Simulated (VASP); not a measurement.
Ba, 1 atom in the cell. Symmetry: Im-3m, No. 229, cubic system. The conventional cell has a = 5.017 Å, b = 5.017 Å, c = 5.017 Å, α = 90.00°, β = 90.00°, γ = 90.00°. Within 5.7 Å of Ba (site symmetry m-3m) lie 14 Ba at 4.34 to 5.02 Å.  This cell differs from its parent crystal: volume scaled by 0.97.

- Program: VASP 6.6.1
- Task: single point
- Functional: r2SCAN
- Potentials or basis: VASP PAW PBE potentials, release 64 (Ba_sv)
- Cutoff: 520 eV
- k mesh: 12 × 12 × 12
- Occupations: gaussian, width 0.1 eV
- Spin: no spin polarisation
- Dipole correction: no
- Further INCAR settings: ALGO = Normal; EDIFF = 1e-06; NBANDS = 11

Potentials or basis: VASP PAW PBE potentials, release 64 (Ba_sv).

Command:

```bash
$ cat potpaw_PBE.64/Ba_sv/POTCAR > POTCAR
$ cp INCAR.step1 INCAR
$ mpirun -np 1 vasp_std > vasp.out
$ cp INCAR.step2 INCAR
$ mpirun -np 1 vasp_std > vasp.out
```

Hardware: 1 thread of Intel Xeon 6975P-C, on a shared host.

**Question.** Estimate the wall time of this run.

**Answer.** Wall time 91 s on 1 thread of Intel Xeon 6975P-C, with other jobs on the host, peak memory 0.21 GiB. Counts: k points 72.
